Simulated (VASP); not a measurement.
# MgTe (P6_3mc) in VASP: single point with HSE06

Aim: the single point of MgTe with HSE06.

Everything below comes from runs of VASP 6.6.1. Logs are shortened: lines on timing, memory, paths and dates and some standing lists are left out, and cuts for length are marked.

### 1 The cell of the first run

The structure is hexagonal, space group P6_3mc (No. 186). Conventional cell: a = 4.578 Å, b = 4.578 Å, c = 7.565 Å, α = 90.00°, β = 90.00°, γ = 120.00°. Within 3.7 Å of Mg (site symmetry 3m) lie 4 Te at 2.81 to 2.83 Å. Te (site symmetry 3m) has 4 Mg at 2.81 to 2.83 Å within 3.7 Å.

### 2 Single point, HSE06 (uniaxial z strain +1.5%)

Contents of POSCAR:

```
MgTe
1.0
    4.5776356350      0.0000000000      0.0000000000
   -2.2888178175      3.9643487492      0.0000000000
    0.0000000000      0.0000000000      7.5654246187
Mg Te
2 2
Direct
    0.3333333333      0.6666666667      0.0007294349
    0.6666666667      0.3333333333      0.5007294349
    0.3333333333      0.6666666667      0.3742705651
    0.6666666667      0.3333333333      0.8742705651
```

Contents of INCAR.step1:

```
SYSTEM = MgTe
PREC = Accurate
ENCUT = 520
EDIFF = 1E-5
ISMEAR = 0
SIGMA = 0.01
LREAL = .FALSE.
LASPH = .TRUE.
NELM = 120
ALGO = Normal
ISIF = 2
LWAVE = .TRUE.
GGA = PE
NBANDS = 16
GGA_COMPAT = .FALSE.
```

Contents of INCAR.step2:

```
SYSTEM = MgTe
PREC = Accurate
ENCUT = 520
EDIFF = 1E-6
ISMEAR = 0
SIGMA = 0.01
LREAL = .FALSE.
LASPH = .TRUE.
NELM = 120
ALGO = Normal
ISIF = 2
LWAVE = .FALSE.
LCHARG = .TRUE.
GGA = PE
LHFCALC = .TRUE.
HFSCREEN = 0.2079
PRECFOCK = Normal
LELF = .TRUE.
LVHAR = .TRUE.
ISTART = 1
NBANDS = 16
GGA_COMPAT = .FALSE.
```

Contents of KPOINTS:

```
regular mesh
0
G
  6 6 2
  0 0 0
```

Potentials or basis: VASP PAW PBE potentials, release 64 (Mg, Te).

Started as:

```console
$ cat potpaw_PBE.64/Mg/POTCAR potpaw_PBE.64/Te/POTCAR > POTCAR
$ cp INCAR.step1 INCAR
$ mpirun -np 1 vasp_std > vasp.out
$ cp INCAR.step2 INCAR
$ mpirun -np 1 vasp_std > vasp.out
```

OUTCAR:

```text
SYSTEM = MgTe
   PREC = Accurate
   ENCUT = 520
   EDIFF = 1E-6
   ISMEAR = 0
   LREAL = .FALSE.
   LASPH = .TRUE.
   NELM = 120
   ISIF = 2
   GGA = PE
   LHFCALC = .TRUE.
   HFSCREEN = 0.2079
   PRECFOCK = Normal
   ISTART = 1

 ion  position               nearest neighbor table
   1  0.333  0.667  0.001-   4 2.81   4 2.81   4 2.81   3 2.83
   2  0.667  0.333  0.501-   3 2.81   3 2.81   3 2.81   4 2.83
   3  0.333  0.667  0.374-   2 2.81   2 2.81   2 2.81   1 2.83
   4  0.667  0.333  0.874-   1 2.81   1 2.81   1 2.81   2 2.83

  LATTYP: Found a hexagonal cell.
 ALAT       =     4.5776356350
 C/A-ratio  =     1.6526926173

  Lattice vectors:

 A1 = (   4.5776356350,   0.0000000000,   0.0000000000)
 A2 = (  -2.2888178175,   3.9643487492,   0.0000000000)
 A3 = (   0.0000000000,   0.0000000000,   7.5654246187)

Analysis of symmetry for initial positions (statically):
=====================================================================
 Subroutine PRICEL returns:
 Original cell was already a primitive cell.

 Routine SETGRP: Setting up the symmetry group for a
 hexagonal supercell.

 Subroutine GETGRP returns: Found 12 space group operations
 (whereof  6 operations were pure point group operations)
 out of a pool of 24 trial point group operations.

The static configuration has the point symmetry C_3v.
 The point group associated with its full space group is C_6v.

Analysis of symmetry for dynamics (positions and initial velocities):
=====================================================================
 Subroutine PRICEL returns:
 Original cell was already a primitive cell.

 Routine SETGRP: Setting up the symmetry group for a
 hexagonal supercell.

 Subroutine GETGRP returns: Found 12 space group operations
 (whereof  6 operations were pure point group operations)
 out of a pool of 24 trial point group operations.

The dynamic configuration has the point symmetry C_3v.
 The point group associated with its full space group is C_6v.

 Subroutine INISYM returns: Found 12 space group operations
 (whereof  6 operations are pure point group operations),
 and found     1 'primitive' translations

----------------------------------------------------------------------------------------

                                     Primitive cell

  volume of cell :     137.2924

  direct lattice vectors                    reciprocal lattice vectors
     4.577635635  0.000000000  0.000000000     0.218453385  0.126124121  0.000000000
    -2.288817818  3.964348749  0.000000000     0.000000000  0.252248241  0.000000000
     0.000000000  0.000000000  7.565424619     0.000000000  0.000000000  0.132180287

  length of vectors
     4.577635635  4.577635635  7.565424619     0.252248241  0.252248241  0.132180287

  position of ions in fractional coordinates (direct lattice)
     0.333333333  0.666666667  0.000729435
     0.666666667  0.333333333  0.500729435
     0.333333333  0.666666667  0.374270565
     0.666666667  0.333333333  0.874270565

  ion indices of the primitive-cell ions
   primitive index   ion index
                 1           1
                 2           2
                 3           3
                 4           4

----------------------------------------------------------------------------------------

 KPOINTS: regular mesh

Automatic generation of k-mesh.
 Grid dimensions read from file:
 generate k-points for:    6    6    2

 Generating k-lattice:

  Cartesian coordinates                     Fractional coordinates (reciprocal lattice)
     0.036408898  0.021020687  0.000000000     0.166666667  0.000000000  0.000000000
     0.000000000  0.042041374  0.000000000     0.000000000  0.166666667  0.000000000
     0.000000000  0.000000000  0.066090144     0.000000000  0.000000000  0.500000000

  Length of vectors
     0.042041374  0.042041374  0.066090144

  Shift w.r.t. Gamma in fractional coordinates (k-lattice)
     0.000000000  0.000000000  0.000000000

 Subroutine IBZKPT returns following result:
 ===========================================

 Found     14 irreducible k-points:

 Following reciprocal coordinates:
            Coordinates               Weight
  0.000000  0.000000  0.000000      1.000000
  0.166667  0.000000  0.000000      6.000000
  0.333333  0.000000  0.000000      6.000000
  0.500000  0.000000  0.000000      3.000000
  0.166667  0.166667  0.000000      6.000000
  0.333333  0.166667  0.000000     12.000000
  0.333333  0.333333  0.000000      2.000000
  0.000000  0.000000  0.500000      1.000000
  0.166667  0.000000  0.500000      6.000000
  0.333333  0.000000  0.500000      6.000000
  0.500000  0.000000  0.500000      3.000000
  0.166667  0.166667  0.500000      6.000000
  0.333333  0.166667  0.500000     12.000000
  0.333333  0.333333  0.500000      2.000000
   k-points           NKPTS =     14   k-points in BZ     NKDIM =     72   number of bands    NBANDS=     16
   number of dos      NEDOS =    301   number of ions     NIONS =      4
   total plane-waves  NPLWV =  72576
   dimension x,y,z NGX =    36 NGY =   36 NGZ =   56
   dimension x,y,z NGXF=    72 NGYF=   72 NGZF=  112
   ions per type =               2   2
   NGX,Y,Z   is equivalent  to a cutoff of  13.07, 13.07, 12.31 a.u.
   NGXF,Y,Z  is equivalent  to a cutoff of  26.15, 26.15, 24.61 a.u.
 SYSTEM =  MgTe
   PREC   = accura    normal or accurate (medium, high low for compatibility)
   ISTART =      1    job   : 0-new  1-cont  2-samecut
   ICHARG =      0    charge: 1-file 2-atom 10-const
   ISPIN  =      1    spin polarized calculation?
   LNONCOLLINEAR =      F non collinear calculations
   LSORBIT =      F    spin-orbit coupling
   LASPH  =      T    aspherical Exc in radial PAW
   ENCUT  =  520.0 eV  38.22 Ry    6.18 a.u.   8.51  8.51 14.07*2*pi/ulx,y,z
   NELM   =    120;   NELMIN=  2; NELMDL=  0     # of ELM steps
   EDIFF  = 0.1E-05   stopping-criterion for ELM
   LREAL  =      F    real-space projection
   EDIFFG = 0.1E-04   stopping-criterion for IOM
   NSW    =      0    number of steps for IOM
   IBRION =     -1    ionic relax: 0-MD 1-quasi-New 2-CG
   NFREE  =      0    steps in history (QN), initial steepest desc. (CG)
   ISIF   =      2    stress and relaxation
   ISYM   =      3    0-nonsym 1-usesym 2-fastsym
   POTIM  = 0.5000    time-step for ionic-motion
   TEBEG  =    0.0;   TEEND  =   0.0 temperature during run
   PSTRESS=    0.0 pullay stress
   NELECT =      16.0000    total number of electrons
   NUPDOWN=      -1.0000    fix difference up-down
   EMIN   =  10.00;   EMAX   =-10.00  energy-range for DOS
   EFERMI =   0.00;   METHOD = LEGACY
   ISMEAR =     0;   SIGMA  =   0.01  broadening in eV -4-tet -1-fermi 0-gaus
   EFERMI_NEDOS =   21; number of points for ismear=-14 and -15
   IALGO  =     38    algorithm
   IMIX   =      1    mixing-type and parameters
     AMIX     =   0.40;   BMIX     =  1.00
     AMIX_MAG =   1.60;   BMIX_MAG =  1.00
  volume/ion in A,a.u.               =      34.32       231.62
  Fermi-wavevector in a.u.,A,eV,Ry     =   0.799649  1.511117  8.700088  0.639438
  Thomas-Fermi vector in A             =   1.906793
   LORBIT       =      0    0 simple, 1 ext, 2 COOP (PROOUT), +10 PAW based schemes
   GGA     = PE    functional components
   LHFCALC =     T    Hartree Fock is set to
   PRECFOCK=normal    Normal, Fast or Accurate (Low or Medium for compatibility)
   ENCUT4O =  -1.0   cutoff for four orbital integrals eV
   NKREDX  =     1    reduce k-point grid by
   NKREDY  =     1    reduce k-point grid by
   NKREDZ  =     1    reduce k-point grid by
   AEXX    =    0.2500 exact exchange contribution
   HFSCREEN=    0.2079 screening length (either q_TF or 0.3 A-1)
   HFSCREENC=   0.2079 screening length for correlation (either q_TF or 0.3 A-1)
   ENCUTFOCK=  -1.0 apply spherical cutoff to Coloumb kernel
   IVDW    =     0    specifies the selected vdW correction
   LEPSILON=     F    determine dielectric tensor
   LRPA    =     F    only Hartree local field effects (RPA)
 non-spin polarized calculation
 Gauss-broadening in eV      SIGMA  =   0.01
  energy-cutoff  :      520.00
  volume of cell :      137.29
 maximum number of plane-waves:      3719
 NGX is ok and might be reduce to    36
  NGX = 28; NGY = 28; NGZ = 48

 number of electron      16.0000002 magnetization

 Free energy of the ion-electron system (eV)
  ---------------------------------------------------
  ext. energy  EPLUGINS =         0.00000000
  ---------------------------------------------------
  free energy    TOTEN  =       -15.11261119 eV

  energy without entropy =      -15.11261119  energy(sigma->0) =      -15.11261119

 E-fermi :   1.3485     XC(G=0):  -6.5462

 val. band max:        1.2470880848   @ k =   0.0000   0.0000   0.0000
 cond. band min:       4.3436642858   @ k =   0.0000   0.0000   0.0000
 fundamental gap:      3.0965762010
 Fermi energy:         1.3485295502

 k-point     1 :       0.0000    0.0000    0.0000
  band No.  band energies     occupation
      1      -9.8556      2.00000
      2      -9.2228      2.00000
      3      -2.2497      2.00000
      4       0.7565      2.00000
      5       0.7565      2.00000
      6       1.1585      2.00000
[... 8 lines left out ...]
     15       8.4230      0.00000
     16       9.4489      0.00000

 k-point     2 :       0.1667    0.0000    0.0000
  band No.  band energies     occupation
      1      -9.7272      2.00000
      2      -9.1497      2.00000
      3      -2.0627      2.00000
      4      -0.1328      2.00000
      5       0.2756      2.00000
      6       0.5139      2.00000
[... 8 lines left out ...]
     15       8.4479      0.00000
     16       9.0005      0.00000

 k-point     3 :       0.3333    0.0000    0.0000
  band No.  band energies     occupation
      1      -9.4205      2.00000
      2      -9.0180      2.00000
      3      -1.7715      2.00000
      4      -1.1912      2.00000
      5      -0.9417      2.00000
      6       0.1305      2.00000
[... 8 lines left out ...]
     15       9.0966      0.00000
     16      10.0751      0.00000

 k-point     4 :       0.5000    0.0000    0.0000
  band No.  band energies     occupation
      1      -9.2098      2.00000
      2      -8.9884      2.00000
      3      -2.0489      2.00000
      4      -1.5690      2.00000
      5      -0.8453      2.00000
      6      -0.0313      2.00000
[... 8 lines left out ...]
     15       9.1677      0.00000
     16      10.5852      0.00000

 k-point     5 :       0.1667    0.1667    0.0000
  band No.  band energies     occupation
      1      -9.5070      2.00000
      2      -9.0466      2.00000
      3      -1.7683      2.00000
      4      -0.7971      2.00000
      5      -0.7851      2.00000
      6       0.0960      2.00000
[... 8 lines left out ...]
     15       8.7245      0.00000
     16       9.3681      0.00000

 k-point     6 :       0.3333    0.1667    0.0000
  band No.  band energies     occupation
      1      -9.2187      2.00000
      2      -8.9823      2.00000
      3      -1.8016      2.00000
      4      -1.4325      2.00000
      5      -0.8411      2.00000
      6      -0.4600      2.00000
[... 8 lines left out ...]
     15       9.1509      0.00000
     16       9.7405      0.00000
[... 77 lines left out ...]
 k-point    11 :       0.5000    0.0000    0.5000
  band No.  band energies     occupation
      1      -9.0983      2.00000
      2      -9.0983      2.00000
      3      -2.1309      2.00000
      4      -2.1309      2.00000
      5       0.2453      2.00000
      6       0.2453      2.00000
[... 8 lines left out ...]
     15       9.9519      0.00000
     16       9.9519      0.00000

 k-point    12 :       0.1667    0.1667    0.5000
  band No.  band energies     occupation
      1      -9.2891      2.00000
      2      -9.2891      2.00000
      3      -1.4251      2.00000
      4      -1.4251      2.00000
      5       0.1185      2.00000
      6       0.1185      2.00000
[... 8 lines left out ...]
     15       8.9652      0.00000
     16       8.9652      0.00000

 k-point    13 :       0.3333    0.1667    0.5000
  band No.  band energies     occupation
      1      -9.1004      2.00000
      2      -9.1004      2.00000
      3      -1.9404      2.00000
      4      -1.9404      2.00000
      5      -0.2636      2.00000
      6      -0.2636      2.00000
[... 8 lines left out ...]
     15       9.6567      0.00000
     16       9.6567      0.00000

 k-point    14 :       0.3333    0.3333    0.5000
  band No.  band energies     occupation
      1      -9.0347      2.00000
      2      -9.0347      2.00000
      3      -1.8942      2.00000
      4      -1.8942      2.00000
      5      -0.7972      2.00000
      6      -0.7972      2.00000
[... 8 lines left out ...]
     15       9.5516      0.00000
     16       9.5516      0.00000

------------------------ aborting loop because EDIFF is reached ----------------------------------------

  FORCE on cell =-STRESS in cart. coord.  units (eV):
  Direction    XX          YY          ZZ          XY          YZ          ZX
  --------------------------------------------------------------------------------------
  -------------------------------------------------------------------------------------
  Total       -0.4935214     -0.4935214     -0.9794646      0.0000000      0.0000000      0.0000000
  in kB       -5.7593070     -5.7593070    -11.4301766      0.0000000      0.0000000      0.0000000
  external PRESSURE =      -7.6495968 kB  Pullay stress =       0.0000000 kB

 VOLUME and BASIS-vectors are now :
 -----------------------------------------------------------------------------
  energy-cutoff  :      520.00
  volume of cell :      137.29
      direct lattice vectors                 reciprocal lattice vectors
     4.577635635  0.000000000  0.000000000     0.218453385  0.126124121  0.000000000
    -2.288817818  3.964348749  0.000000000     0.000000000  0.252248241  0.000000000
     0.000000000  0.000000000  7.565424619     0.000000000  0.000000000  0.132180287

 POSITION                                       TOTAL-FORCE (eV/Angst)
 -----------------------------------------------------------------------------------
     -0.00000      2.64290      0.00552        -0.000000      0.000000     -0.002790
      2.28882      1.32145      3.78823         0.000000      0.000000     -0.002790
     -0.00000      2.64290      2.83152         0.000000     -0.000000      0.002790
      2.28882      1.32145      6.61423        -0.000000      0.000000      0.002790
 -----------------------------------------------------------------------------------
    total drift:                               -0.000000     -0.000000      0.000482

  FREE ENERGIE OF THE ION-ELECTRON SYSTEM (eV)
  ---------------------------------------------------
  free  energy   TOTEN  =       -15.1126111862 eV

  energy  without entropy=      -15.1126111862  energy(sigma->0) =      -15.11261119
```

Wall time 27 min (1 thread of Intel Xeon Platinum 8375C at 2.90GHz (Ice Lake), shared host); peak memory 0.39 GiB.

Results:

* Free energy: -15.1126 eV
* Pressure: -0.8 GPa
* Band gap on the k mesh: 3.10 eV

Forces on the atoms (eV/Å):
```
Mg   0.000  0.000 -0.003
Mg   0.000  0.000 -0.003
Te   0.000  0.000  0.003
Te   0.000  0.000  0.003
```

Stress tensor (GPa, compression positive):
```
-0.58  0.00  0.00
 0.00 -0.58  0.00
 0.00  0.00 -1.14
```

Levels at points of the mesh, in eV from the valence-band top:
| k point | band 4 | band 5 | band 6 | band 7 | band 8 | band 9 | band 10 | band 11 | band 12 | band 13 |
| --- | --- | --- | --- | --- | --- | --- | --- | --- | --- | --- |
| (0.00, 0.00, 0.00) | -0.49 | -0.49 | -0.09 | 0.00 | 0.00 | 3.10 | 3.80 | 6.19 | 6.19 | 6.40 |
| (0.50, 0.00, 0.00) | -2.82 | -2.09 | -1.28 | -1.06 | -0.49 | 3.97 | 4.62 | 4.95 | 6.37 | 7.42 |
| (0.00, 0.00, 0.50) | -2.16 | -0.26 | -0.26 | -0.26 | -0.26 | 4.23 | 4.23 | 6.45 | 6.45 | 6.45 |
| (0.50, 0.00, 0.50) | -3.38 | -1.00 | -1.00 | -0.92 | -0.92 | 3.93 | 3.93 | 5.06 | 5.06 | 7.95 |

Caveat: the cell differs from its parent crystal (uniaxial z strain +1.5%); the structure was generated, so it needn't be the stable form of MgTe; the PAW data sets were made with another functional, which shifts forces and pressure a little; spin-orbit coupling is left out, which moves the levels of the heavy elements.
